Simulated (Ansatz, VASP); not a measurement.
**One calculation of BAs, two programs**

Contents of POSCAR:

```
BAs
1.0
    0.0000000000      2.3918698977      2.3918698977
    2.3918698977      0.0000000000      2.3918698977
    2.3918698977      2.3918698977      0.0000000000
B As
1 1
Direct
    0.0000000000      0.0000000000      0.0000000000
    0.2500000000      0.2500000000      0.2500000000
```

INCAR.step1

```
SYSTEM = BAs
ALGO     = Normal         ! electronic algorithm
EDIFF    = 1E-5           ! SCF threshold, eV
ENCUT    = 420            ! plane-wave cutoff, eV
GGA      = PE             ! functional
GGA_COMPAT= .False.      
ISIF     = 2              ! what is computed and relaxed
ISMEAR   = 0              ! smearing method
LASPH    = .True.         ! aspherical terms in the spheres
LREAL    = .False.        ! projectors in reciprocal space
LWAVE    = .True.         ! write WAVECAR
NBANDS   = 16             ! bands
NELM     = 120            ! most SCF steps
PREC     = Accurate       ! precision mode
SIGMA    = 0.01           ! smearing width, eV
```

INCAR.step2

```
SYSTEM = BAs
AEXX     = 0.75           ! exact-exchange fraction
ALGO     = Normal         ! electronic algorithm
EDIFF    = 1E-6           ! SCF threshold, eV
ENCUT    = 420            ! plane-wave cutoff, eV
GGA      = PE             ! functional
GGA_COMPAT= .False.      
HFSCREEN = 0.3            ! screening, 1/A
ISIF     = 2              ! what is computed and relaxed
ISMEAR   = 0              ! smearing method
ISTART   = 1            
LASPH    = .True.         ! aspherical terms in the spheres
LCHARG   = .True.         ! write CHGCAR
LELF     = .True.         ! ELF
LHFCALC  = .True.         ! exact exchange
LREAL    = .False.        ! projectors in reciprocal space
LVHAR    = .True.       
LWAVE    = .False.        ! write WAVECAR
NBANDS   = 16             ! bands
NELM     = 120            ! most SCF steps
PREC     = Accurate       ! precision mode
PRECFOCK = Normal       
SIGMA    = 0.01           ! smearing width, eV
```

File KPOINTS:

```
k-points
0
Gamma
  4 4 4
  0 0 0
```

Input for Ansatz:

```yaml
crystal:
  lattice:
    - [0.0, 2.3918698977, 2.3918698977]
    - [2.3918698977, 0.0, 2.3918698977]
    - [2.3918698977, 2.3918698977, 0.0]
  atoms:
    - { symbol: B, position: [0.0, 0.0, 0.0] }
    - { symbol: As, position: [0.25, 0.25, 0.25] }
kpoints:
  mp_grid: { grid: [4, 4, 4] }
hamiltonian:
  xc: { exchange: pbe, correlation: pbe, exx: { coeff: 0.75, omega: 0.3 } }
scf:
  occupations: { method: fixed }
  n_extra_bands: 4
output:
  forces: true
  stress: true
  eigenvalues: true
```

Alike in both runs: task single point; functional PBE-based screened hybrid with a share of 0.75 of exact exchange and HFSCREEN = 0.3; k mesh 4 × 4 × 4; no spin polarisation.

|  | VASP | Ansatz |
| --- | --- | --- |
| version | VASP 6.6.1 | Ansatz 0.2.0 |
| potentials or method | VASP PAW PBE potentials, release 64 (B, As_d) | plane waves |
| plane-wave cutoff (eV) | 420 | 420 |
| occupations | gaussian, width 0.01 eV | fixed |
| valence electrons in the cell | 18 | 18 |

Ansatz gave:

- gap on the k mesh at the Fermi level (eV): 3.01

Question: Which values does VASP return?

Answer: gap on the k mesh at the Fermi level (eV): 3.03.

VASP's potentials were made for PBE, not for PBE-based screened hybrid. Ansatz's warnings: stress exchange threshold loose, stress scf threshold loose.

The k mesh is coarse, so the values compare programs but aren't converged.
